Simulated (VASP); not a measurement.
Set up this calculation in VASP 6.6.1, as the native input.

| Item | Value |
| --- | --- |
| Task | single point |
| Functional | r2SCAN |
| Potentials or basis | VASP PAW PBE potentials, release 64 (Mg, Cd, Se) |
| Cutoff | 520 eV |
| k mesh | 6 × 6 × 6 |
| Occupations | gaussian, width 0.01 eV |
| Spin | no spin polarisation |
| Dipole correction | no |
| Further INCAR settings | ALGO = Normal; EDIFF = 1e-06; NBANDS = 21 |

MgCdSe2:

```
CELL_PARAMETERS angstrom
1.97565 1.14064 6.45111
-1.97565 1.14064 6.45111
0.00000 -2.28128 6.45111
ATOMIC_POSITIONS crystal
Mg 0.00000 0.00000 0.00000
Cd 0.50000 0.50000 0.50000
Se 0.25334 0.25334 0.25334
Se 0.74666 0.74666 0.74666
```

The input as run:

POSCAR

```
MgCdSe2
1.0
    1.9756470079      1.1406403318      6.4511070703
   -1.9756470079      1.1406403318      6.4511070703
    0.0000000000     -2.2812806636      6.4511070703
Mg Cd Se
1 1 2
Direct
    1.0000000000      0.0000000000      0.0000000000
    0.5000000000      0.5000000000      0.5000000000
    0.2533357354      0.2533357354      0.2533357354
    0.7466642646      0.7466642646      0.7466642646
```

INCAR.step1

```
ALGO = Normal
EDIFF = 1E-4
ENCUT = 520
GGA = PE
ISMEAR = 0
LASPH = True
LCHARG = False
LREAL = False
LWAVE = True
NBANDS = 21
NELM = 100
PREC = Accurate
SIGMA = 0.01
```

INCAR.step2

```
ALGO = Normal
EDIFF = 1E-6
ENCUT = 520
ISIF = 2
ISMEAR = 0
ISTART = 1
LASPH = True
LCHARG = False
LMIXTAU = True
LREAL = False
LWAVE = False
METAGGA = R2SCAN
NBANDS = 21
NELM = 100
PREC = Accurate
SIGMA = 0.01
```

KPOINTS

```
k-points
0
Gamma
  6 6 6
```

Potentials or basis: VASP PAW PBE potentials, release 64 (Mg, Cd, Se).

Command:

```console
$ cat potpaw_PBE.64/Mg/POTCAR potpaw_PBE.64/Cd/POTCAR potpaw_PBE.64/Se/POTCAR > POTCAR
$ cp INCAR.step1 INCAR
$ mpirun -np 1 vasp_std > vasp.out
$ cp INCAR.step2 INCAR
$ mpirun -np 1 vasp_std > vasp.out
```

Results of the run:

The pressure is 0.1 GPa, the largest force is 0.056 eV/Å and the band gap on the k mesh is 1.14 eV, indirect (least direct gap 1.35 eV).

Caveat: the PAW data sets were made with another functional, which shifts forces and pressure a little.

Wall time 30 min on 1 thread of AMD EPYC 7R13, with other jobs on the host, peak memory 0.43 GiB.
